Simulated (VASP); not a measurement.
Here is a VASP 6.6.1 calculation.

File INCAR:

```
PREC = Accurate
ENCUT = 600
EDIFF = 1E-6
ISMEAR = 0
SIGMA = 0.1
LREAL = False
LASPH = True
NELM = 80
ALGO = Normal
ISIF = 3
LWAVE = False
LCHARG = False
GGA = PE
IBRION = 2
NSW = 90
EDIFFG = -0.04
```

The input KPOINTS:

```
regular mesh
0
Gamma
  6 6 6
```

File POSCAR:

```
TlRu2
1.0
    0.0000000000      2.9974923681      2.9974923681
    2.9974923681      0.0000000000      2.9974923681
    2.9974923681      2.9974923681      0.0000000000
Tl Ru
1 2
Direct
    0.0000000000      0.0000000000      0.0000000000
    0.2500000000      0.2500000000      0.2500000000
    0.7500000000      0.7500000000      0.7500000000
```

Potentials or basis: VASP PAW PBE potentials, release 64 (Tl_d, Ru_pv).

Launch:

```console
$ cat potpaw_PBE.64/Tl_d/POTCAR potpaw_PBE.64/Ru_pv/POTCAR > POTCAR
$ mpirun -np 1 vasp_std > vasp.out
```

Question: Estimate the band gap on the k mesh.

Answer: Zero (an odd number of electrons rules out a gap without spin polarisation).

Question: What does it give for the relaxed volume?

Answer: 19.76 Å³/atom.

Question: What does it give for the space group after relaxing (to 0.1 Å)?

Answer: Fm-3m (No. 225).

Question: Predict the relaxed cell.

Answer: a = 4.377 Å, b = 4.377 Å, c = 4.377 Å, α = 60.00°, β = 60.00°, γ = 60.00°.

Step by step:
```csv
step,energy change (eV),largest force (eV/Å),pressure (GPa),volume (Å³)
1,0.0000,0.0000,16.25,53.86
2,0.2668,0.0000,-13.83,69.34
3,-0.2472,0.0000,-0.56,59.50
4,-0.2476,0.0000,-0.10,59.29
```

Caveat: spin-orbit coupling is left out, which moves the levels of the heavy elements.
